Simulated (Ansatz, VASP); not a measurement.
One calculation of RbCl, two programs

The input INCAR:

```
SYSTEM = RbCl
ALGO     = Normal         ! electronic algorithm
EDIFF    = 1E-6           ! SCF threshold, eV
ENCUT    = 500            ! plane-wave cutoff, eV
GGA_COMPAT= .False.      
ISIF     = 2              ! what is computed and relaxed
ISMEAR   = 0              ! smearing method
LASPH    = .True.         ! aspherical terms in the spheres
LCHARG   = .True.         ! write CHGCAR
LELF     = .True.         ! ELF
LREAL    = .False.        ! projectors in reciprocal space
LVHAR    = .True.       
LWAVE    = .False.        ! write WAVECAR
NBANDS   = 15             ! bands
NELM     = 120            ! most SCF steps
PREC     = Accurate       ! precision mode
SIGMA    = 0.05           ! smearing width, eV
```

KPOINTS

```
k-points
0
Gamma
  6 6 6
  0 0 0
```

POSCAR

```
RbCl
1.0
    0.0000000000      3.2740000000      3.2740000000
    3.2740000000      0.0000000000      3.2740000000
    3.2740000000      3.2740000000      0.0000000000
Rb Cl
1 1
Direct
    0.0000000000      0.0000000000      0.0000000000
    0.5000000000      0.5000000000      0.5000000000
```

Input for Ansatz:

```yaml
crystal:
  lattice:
    - [0.0, 3.274, 3.274]
    - [3.274, 0.0, 3.274]
    - [3.274, 3.274, 0.0]
  atoms:
    - { symbol: Rb, position: [0.0, 0.0, 0.0] }
    - { symbol: Cl, position: [0.5, 0.5, 0.5] }
basis:
  ecutwfc: 420
kpoints:
  mp_grid: { grid: [6, 6, 6] }
hamiltonian:
  xc: lda
scf:
  occupations: { method: gaussian, width: 0.05 }
output:
  forces: true
  stress: true
  eigenvalues: true
```

Alike in both runs: task single point; functional LDA; k mesh 6 × 6 × 6; occupations gaussian, width 0.05 eV; no spin polarisation.

|  | VASP | Ansatz |
| --- | --- | --- |
| version | VASP 6.6.1 | Ansatz 0.2.0 |
| potentials or method | VASP PAW LDA potentials, release 64 (Rb_sv, Cl), cutoff 500 eV | scalar-relativistic, plane waves, PAW |
| valence electrons in the cell | 16 | 16 |

|  | VASP | Ansatz | Ansatz less VASP |
| --- | --- | --- | --- |
| gap on the k mesh at the Fermi level (eV) | 4.60 | 4.60 | -0.007 |
| least direct gap on the mesh (eV) | 4.60 | 4.60 | -0.007 |
| pressure (GPa) | -1.4 | -1.4 | -0.01 |

LDA's correlation is that of Perdew and Zunger in VASP and of Perdew and Wang (1992) in Ansatz.
